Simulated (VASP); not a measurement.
# CdH4 (C2/c) in VASP: a series of runs

Runs on CdH4. Level: PBE. Tasks: single point.

Program: VASP 6.6.1. These are calculated values, not measurements. Logs are shortened: lines on timing, memory, paths and dates and some standing lists are left out, and cuts for length are marked.

## 1. The cell of the first run

Symmetry: C2/c, No. 15, monoclinic system. The conventional cell has a = 8.665 Å, b = 4.440 Å, c = 8.550 Å, α = 90.00°, β = 119.29°, γ = 90.00°. Cd (site symmetry 2) has 4 H at 1.65 to 1.68 Å within 2.2 Å. Within 2.2 Å of H (site symmetry 1) lie 1 Cd at 1.68 Å. H (site symmetry 1) has 1 Cd at 1.65 Å within 2.2 Å.

## 2. Single point, PBE

Input file INCAR:

```
SYSTEM = CdH4
ALGO = Normal
EDIFF = 1E-6
ENCUT = 520
GGA = PE
ISIF = 2
ISMEAR = 0
LASPH = .TRUE.
LCHARG = .TRUE.
LELF = .TRUE.
LREAL = .FALSE.
LVHAR = .TRUE.
LWAVE = .FALSE.
NBANDS = 27
NELM = 60
PREC = Accurate
SIGMA = 0.2879
```

Input file KPOINTS:

```
k-points
0
G
  5 5 5
  0 0 0
```

Input file POSCAR:

```
CdH4
1.0
    0.0000000000      4.4401230000      0.0000000000
    4.3324460000     -2.2200620000      0.0000000000
   -0.1495750000      2.2200620000     -7.4573960000
Cd H
2 8
Direct
    0.9258000000      0.7500000000      0.7500000000
    0.0742000000      0.2500000000      0.2500000000
    0.9698000000      0.4509000000      0.8035000000
    0.3224000000      0.0491000000      0.6965000000
    0.0302000000      0.5491000000      0.1965000000
    0.6776000000      0.9509000000      0.3035000000
    0.7493000000      0.6467000000      0.5765000000
    0.6791000000      0.8533000000      0.9235000000
    0.2507000000      0.3533000000      0.4235000000
    0.3209000000      0.1467000000      0.0765000000
```

Potentials or basis: VASP PAW PBE potentials, release 64 (Cd, H).

Started as:

```
cat potpaw_PBE.64/Cd/POTCAR potpaw_PBE.64/H/POTCAR > POTCAR
mpirun -np 1 vasp_std > vasp.out
```

OUTCAR:

```text
SYSTEM = CdH4
   EDIFF = 1E-6
   ENCUT = 520
   GGA = PE
   ISIF = 2
   ISMEAR = 0
   LASPH = .TRUE.
   LREAL = .FALSE.
   NELM = 60
   PREC = Accurate

 ion  position               nearest neighbor table
   1  0.926  0.750  0.750-   8 1.65   7 1.65   4 1.68   3 1.68
   2  0.074  0.250  0.250-  10 1.65   9 1.65   6 1.68   5 1.68
   3  0.970  0.451  0.803-   1 1.68
   4  0.322  0.049  0.697-   1 1.68
   5  0.030  0.549  0.197-   2 1.68
   6  0.678  0.951  0.303-   2 1.68
   7  0.749  0.647  0.577-   1 1.65
   8  0.679  0.853  0.923-   1 1.65
   9  0.251  0.353  0.423-   2 1.65
  10  0.321  0.147  0.077-   2 1.65

  LATTYP: Found a base centered monoclinic cell.
 ALAT       =     8.6648920000
 B/A-ratio  =     0.5124268139
 C/A-ratio  =     0.9867854962
 COS(beta)  =    -0.4892023781

  Lattice vectors:

 A1 = (  -4.3324460000,  -2.2200610000,   0.0000000000)
 A2 = (  -4.3324460000,   2.2200620000,   0.0000000000)
 A3 = (   4.1828710000,   0.0000000000,  -7.4573960000)

Analysis of symmetry for initial positions (statically):
=====================================================================
 Subroutine PRICEL returns:
 Original cell was already a primitive cell.

 Routine SETGRP: Setting up the symmetry group for a
 base centered monoclinic supercell.

 Subroutine GETGRP returns: Found  4 space group operations
 (whereof  2 operations were pure point group operations)
 out of a pool of  4 trial point group operations.

The static configuration has the point symmetry S_2 .
 The point group associated with its full space group is C_2h.

Analysis of symmetry for dynamics (positions and initial velocities):
=====================================================================
 Subroutine PRICEL returns:
 Original cell was already a primitive cell.

 Routine SETGRP: Setting up the symmetry group for a
 base centered monoclinic supercell.

 Subroutine GETGRP returns: Found  4 space group operations
 (whereof  2 operations were pure point group operations)
 out of a pool of  4 trial point group operations.

The dynamic configuration has the point symmetry S_2 .
 The point group associated with its full space group is C_2h.

 Subroutine INISYM returns: Found  4 space group operations
 (whereof  2 operations are pure point group operations),
 and found     1 'primitive' translations

----------------------------------------------------------------------------------------

                                     Primitive cell

  volume of cell :     143.4549

  direct lattice vectors                    reciprocal lattice vectors
     0.000000000  4.440123000  0.000000000     0.115408273  0.225218986  0.064732773
     4.332446000 -2.220062000  0.000000000     0.230816495  0.000000000 -0.004629549
    -0.149575000  2.220062000 -7.457396000     0.000000000  0.000000000 -0.134095065

  length of vectors
     4.440123000  4.868137593  7.782274929     0.261214458  0.230862918  0.134095065

  position of ions in fractional coordinates (direct lattice)
     0.925800000  0.750000000  0.750000000
     0.074200000  0.250000000  0.250000000
     0.969800000  0.450900000  0.803500000
     0.322400000  0.049100000  0.696500000
     0.030200000  0.549100000  0.196500000
     0.677600000  0.950900000  0.303500000
     0.749300000  0.646700000  0.576500000
     0.679100000  0.853300000  0.923500000
     0.250700000  0.353300000  0.423500000
     0.320900000  0.146700000  0.076500000

  ion indices of the primitive-cell ions
   primitive index   ion index
                 1           1
                 2           2
                 3           3
                 4           4
                 5           5
                 6           6
                 7           7
                 8           8
                 9           9
                10          10

----------------------------------------------------------------------------------------

 KPOINTS: k-points

Automatic generation of k-mesh.
 Grid dimensions read from file:
 generate k-points for:    5    5    5

 Generating k-lattice:

  Cartesian coordinates                     Fractional coordinates (reciprocal lattice)
     0.023081655  0.045043797  0.012946555     0.200000000 -0.000000000  0.000000000
     0.046163299  0.000000000 -0.000925910     0.000000000  0.200000000  0.000000000
     0.000000000  0.000000000 -0.026819013     0.000000000  0.000000000  0.200000000

  Length of vectors
     0.052242892  0.046172584  0.026819013

  Shift w.r.t. Gamma in fractional coordinates (k-lattice)
     0.000000000  0.000000000  0.000000000

 Subroutine IBZKPT returns following result:
 ===========================================

 Found     39 irreducible k-points:

 Following reciprocal coordinates:
            Coordinates               Weight
  0.000000  0.000000  0.000000      1.000000
  0.200000  0.000000  0.000000      4.000000
  0.400000  0.000000  0.000000      4.000000
  0.000000  0.200000  0.000000      2.000000
  0.200000  0.200000 -0.000000      4.000000
  0.400000  0.200000  0.000000      4.000000
[... 16 lines left out ...]
 -0.400000  0.400000  0.200000      4.000000
 -0.200000  0.400000  0.200000      4.000000
 [... further k-points ...]
   k-points           NKPTS =     39   k-points in BZ     NKDIM =     39   number of bands    NBANDS=     27
   number of dos      NEDOS =    301   number of ions     NIONS =     10
   total plane-waves  NPLWV =  77760
   dimension x,y,z NGX =    36 NGY =   36 NGZ =   60
   dimension x,y,z NGXF=    72 NGYF=   72 NGZF=  120
   ions per type =               2   8
   NGX,Y,Z   is equivalent  to a cutoff of  13.48, 12.29, 12.82 a.u.
   NGXF,Y,Z  is equivalent  to a cutoff of  26.96, 24.59, 25.63 a.u.
 SYSTEM =  CdH4
   PREC   = accura    normal or accurate (medium, high low for compatibility)
   ISTART =      0    job   : 0-new  1-cont  2-samecut
   ICHARG =      2    charge: 1-file 2-atom 10-const
   ISPIN  =      1    spin polarized calculation?
   LNONCOLLINEAR =      F non collinear calculations
   LSORBIT =      F    spin-orbit coupling
   LASPH  =      T    aspherical Exc in radial PAW
   ENCUT  =  520.0 eV  38.22 Ry    6.18 a.u.   8.26  9.05 14.47*2*pi/ulx,y,z
   NELM   =     60;   NELMIN=  2; NELMDL= -5     # of ELM steps
   EDIFF  = 0.1E-05   stopping-criterion for ELM
   LREAL  =      F    real-space projection
   EDIFFG = 0.1E-04   stopping-criterion for IOM
   NSW    =      0    number of steps for IOM
   IBRION =     -1    ionic relax: 0-MD 1-quasi-New 2-CG
   NFREE  =      0    steps in history (QN), initial steepest desc. (CG)
   ISIF   =      2    stress and relaxation
   ISYM   =      2    0-nonsym 1-usesym 2-fastsym
   POTIM  = 0.5000    time-step for ionic-motion
   TEBEG  =    0.0;   TEEND  =   0.0 temperature during run
   PSTRESS=    0.0 pullay stress
   NELECT =      32.0000    total number of electrons
   NUPDOWN=      -1.0000    fix difference up-down
   EMIN   =  10.00;   EMAX   =-10.00  energy-range for DOS
   EFERMI =   0.00;   METHOD = LEGACY
   ISMEAR =     0;   SIGMA  =   0.29  broadening in eV -4-tet -1-fermi 0-gaus
   EFERMI_NEDOS =   21; number of points for ismear=-14 and -15
   IALGO  =     38    algorithm
   IMIX   =      4    mixing-type and parameters
     AMIX     =   0.40;   BMIX     =  1.00
     AMIX_MAG =   1.60;   BMIX_MAG =  1.00
  volume/ion in A,a.u.               =      14.35        96.81
  Fermi-wavevector in a.u.,A,eV,Ry     =   0.992856  1.876226 13.412127  0.985764
  Thomas-Fermi vector in A             =   2.124697
   LORBIT       =      0    0 simple, 1 ext, 2 COOP (PROOUT), +10 PAW based schemes
   GGA     = PE    functional components
   LHFCALC =     F    Hartree Fock is set to
   AEXX    =    0.0000 exact exchange contribution
   IVDW    =     0    specifies the selected vdW correction
   LEPSILON=     F    determine dielectric tensor
   LRPA    =     F    only Hartree local field effects (RPA)
 non-spin polarized calculation
 Gauss-broadening in eV      SIGMA  =   0.29
  energy-cutoff  :      520.00
  volume of cell :      143.45
 maximum number of plane-waves:      3897
 NGX is ok and might be reduce to    36
   NGX = 17   NGY = 19   NGZ = 29

 number of electron      32.0000001 magnetization

 Free energy of the ion-electron system (eV)
  ---------------------------------------------------
  ext. energy  EPLUGINS =         0.00000000
  ---------------------------------------------------
  free energy    TOTEN  =       -16.48759716 eV

  energy without entropy =      -16.19459656  energy(sigma->0) =      -16.34109686

 E-fermi :  -3.0433     XC(G=0):  -7.3819

 val. band max:       -3.0522802682   @ k =   0.4000   0.0000   0.0000
 cond. band min:      -3.0320132458   @ k =  -0.2000  -0.2000   0.2000
 fundamental gap:      0.0202670224
 Fermi energy:        -3.0433290508

 k-point     1 :       0.0000    0.0000    0.0000
  band No.  band energies     occupation
      1     -11.2662      2.00000
      2     -11.2653      2.00000
      3     -11.2530      2.00000
      4     -11.2447      2.00000
      5     -11.2108      2.00000
      6     -11.1891      2.00000
[... 19 lines left out ...]
     26       6.3336      0.00000
     27       6.9956      0.00000

 k-point     2 :       0.2000    0.0000    0.0000
  band No.  band energies     occupation
      1     -11.2966      2.00000
      2     -11.2666      2.00000
      3     -11.2440      2.00000
      4     -11.2401      2.00000
      5     -11.2172      2.00000
      6     -11.1993      2.00000
[... 19 lines left out ...]
     26       6.7117      0.00000
     27       7.5619      0.00000

 k-point     3 :       0.4000    0.0000    0.0000
  band No.  band energies     occupation
      1     -11.3308      2.00000
      2     -11.2722      2.00000
      3     -11.2407      2.00000
      4     -11.2356      2.00000
      5     -11.2223      2.00000
      6     -11.2175      2.00000
[... 19 lines left out ...]
     26       7.1935      0.00000
     27       8.2723      0.00000

 k-point     4 :       0.0000    0.2000    0.0000
  band No.  band energies     occupation
      1     -11.2604      2.00000
      2     -11.2598      2.00000
      3     -11.2557      2.00000
      4     -11.2330      2.00000
      5     -11.2003      2.00000
      6     -11.1904      2.00000
[... 19 lines left out ...]
     26       6.5828      0.00000
     27       7.0091      0.00000

 k-point     5 :       0.2000    0.2000   -0.0000
  band No.  band energies     occupation
      1     -11.2938      2.00000
      2     -11.2631      2.00000
      3     -11.2418      2.00000
      4     -11.2260      2.00000
      5     -11.2022      2.00000
      6     -11.1990      2.00000
[... 19 lines left out ...]
     26       7.3701      0.00000
     27       7.7863      0.00000

 k-point     6 :       0.4000    0.2000    0.0000
  band No.  band energies     occupation
      1     -11.3232      2.00000
      2     -11.2685      2.00000
      3     -11.2482      2.00000
      4     -11.2290      2.00000
      5     -11.2251      2.00000
      6     -11.2093      2.00000
[... 444 lines left out ...]
      1     -11.2839      2.00000
      2     -11.2695      2.00000
      3     -11.2483      2.00000
      4     -11.2444      2.00000
      5     -11.2136      2.00000
      6     -11.2024      2.00000
[... 19 lines left out ...]
     26       7.1603      0.00000
     27       7.4055      0.00000

 k-point    22 :       0.0000    0.4000    0.2000
  band No.  band energies     occupation
      1     -11.2754      2.00000
      2     -11.2473      2.00000
      3     -11.2441      2.00000
      4     -11.2149      2.00000
      5     -11.1889      2.00000
      6     -11.1791      2.00000
[... 19 lines left out ...]
     26       7.0431      0.00000
     27       7.2192      0.00000

 k-point    23 :      -0.4000    0.4000    0.2000
  band No.  band energies     occupation
      1     -11.3099      2.00000
      2     -11.2833      2.00000
      3     -11.2550      2.00000
      4     -11.2356      2.00000
      5     -11.2187      2.00000
      6     -11.2147      2.00000
[... 19 lines left out ...]
     26       6.9276      0.00000
     27       7.2789      0.00000

 k-point    24 :      -0.2000    0.4000    0.2000
  band No.  band energies     occupation
      1     -11.2846      2.00000
      2     -11.2750      2.00000
      3     -11.2409      2.00000
      4     -11.2224      2.00000
      5     -11.2041      2.00000
      6     -11.1964      2.00000
[... 19 lines left out ...]
     26       7.2930      0.00000
     27       7.5090      0.00000

 [... further k-points ...]

------------------------ aborting loop because EDIFF is reached ----------------------------------------

  FORCE on cell =-STRESS in cart. coord.  units (eV):
  Direction    XX          YY          ZZ          XY          YZ          ZX
  --------------------------------------------------------------------------------------
  -------------------------------------------------------------------------------------
  Total        2.0594190      3.4591769      4.3580410     -0.0000002     -0.0000003     -0.0957519
  in kB       23.0006402     38.6338503     48.6728227     -0.0000026     -0.0000030     -1.0694062
  external PRESSURE =      36.7691044 kB  Pullay stress =       0.0000000 kB

 VOLUME and BASIS-vectors are now :
 -----------------------------------------------------------------------------
  energy-cutoff  :      520.00
  volume of cell :      143.45
      direct lattice vectors                 reciprocal lattice vectors
     0.000000000  4.440123000  0.000000000     0.115408273  0.225218986  0.064732773
     4.332446000 -2.220062000  0.000000000     0.230816495  0.000000000 -0.004629549
    -0.149575000  2.220062000 -7.457396000     0.000000000  0.000000000 -0.134095065

 POSITION                                       TOTAL-FORCE (eV/Angst)
 -----------------------------------------------------------------------------------
      3.13715      4.11067     -5.59305        -0.000000      0.281786      0.000000
      1.04572      0.32946     -1.86435        -0.000000     -0.281786      0.000000
      1.83332      5.08883     -5.99202        -1.100128      0.801545     -0.356797
      0.10854      2.86876     -5.19408         1.100128      0.801545      0.356797
      2.34955     -0.64870     -1.46538         1.100128     -0.801545      0.356797
      4.07433      1.57136     -2.26332        -1.100128     -0.801545     -0.356797
      2.71556      3.17114     -4.29919        -0.433206     -0.925671      1.331858
      3.55874      3.17114     -6.88691         0.433206     -0.925671     -1.331858
      1.46731      1.26899     -3.15821         0.433206      0.925671     -1.331858
      0.62413      1.26899     -0.57049        -0.433206      0.925671      1.331858
 -----------------------------------------------------------------------------------
    total drift:                               -0.000000      0.000000     -0.000000

  FREE ENERGIE OF THE ION-ELECTRON SYSTEM (eV)
  ---------------------------------------------------
  free  energy   TOTEN  =       -16.4875971559 eV

  energy  without entropy=      -16.1945965559  energy(sigma->0) =      -16.34109686
```

Wall time 2.6 min (1 thread of Oxide Virtual Turin-like, shared host); peak memory 0.28 GiB.

Results:

```yaml
Free_energy: -16.4876 eV
Pressure: 3.7 GPa
Largest_force: 1.679 eV/Å
Band_gap_on_the_k_mesh: zero (bands 16 and 17 overlap by 0.85 eV)
```

Forces on the atoms (eV/Å):
```
Cd   0.000  0.282  0.000
Cd   0.000 -0.282  0.000
H   -1.100  0.802 -0.357
H    1.100  0.802  0.357
H    1.100 -0.802  0.357
H   -1.100 -0.802 -0.357
H   -0.433 -0.926  1.332
H    0.433 -0.926 -1.332
H    0.433  0.926 -1.332
H   -0.433  0.926  1.332
```

Stress tensor (GPa, compression positive):
```
 2.30  0.00 -0.11
 0.00  3.86  0.00
-0.11  0.00  4.87
```

Caveat: the cell stands under pressure; so wide a smearing shifts energies and pressures; forces of over 1 eV/Å act on the atoms, so gaps and moduli don't describe the material at rest.

[end of part 1 of 2]

The gap in the log of VASP goes by the Fermi energy; the results here count the filled bands.